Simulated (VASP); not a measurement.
A run of VASP 6.6.1 is set up as follows.

INCAR

```
SYSTEM = Cu
ALGO = Fast
EDIFF = 1E-6
ENCUT = 520
GGA = PS
ISIF = 2
ISMEAR = 0
LASPH = .True.
LCHARG = .True.
LELF = .True.
LREAL = .False.
LVHAR = .True.
LWAVE = .False.
NBANDS = 30
NELM = 60
PREC = Accurate
SIGMA = 0.1
```

File KPOINTS:

```
k-points
0
Gamma
  24 24 6
  0 0 0
```

File POSCAR:

```
Cu
1.0
    2.5953923805      0.0000000000      0.0000000000
   -1.2976961903      2.2476757343      0.0000000000
    0.0000000000      0.0000000000      8.0688795500
Cu
4
Direct
    0.0000000000      0.0000000000      0.0000000000
    0.3333333333      0.6666666667      0.2500000000
    0.0000000000      0.0000000000      0.5000000000
    0.6666666667      0.3333333333      0.7500000000
```

Potentials or basis: VASP PAW PBE potentials, release 64 (Cu).

Command:

```console
$ cat potpaw_PBE.64/Cu/POTCAR > POTCAR
$ mpirun -np 1 vasp_std > vasp.out
```

Problem. What does it give for the band gap on the k mesh?

Solution. Zero (bands 22 and 23 overlap by 4.84 eV).

Problem. Estimate the pressure.

Solution. -5.1 GPa.

Stress tensor (GPa, compression positive):
```
-7.83  0.00  0.00
 0.00 -7.83  0.00
 0.00  0.00  0.45
```

Caveat: the cell differs from its parent crystal (biaxial strain in the a-b plane: +3.0 %, then relaxed in part); the stress differs along the axes, from -8 to 0 GPa; the PAW data sets were made with another functional, which shifts forces and pressure a little.
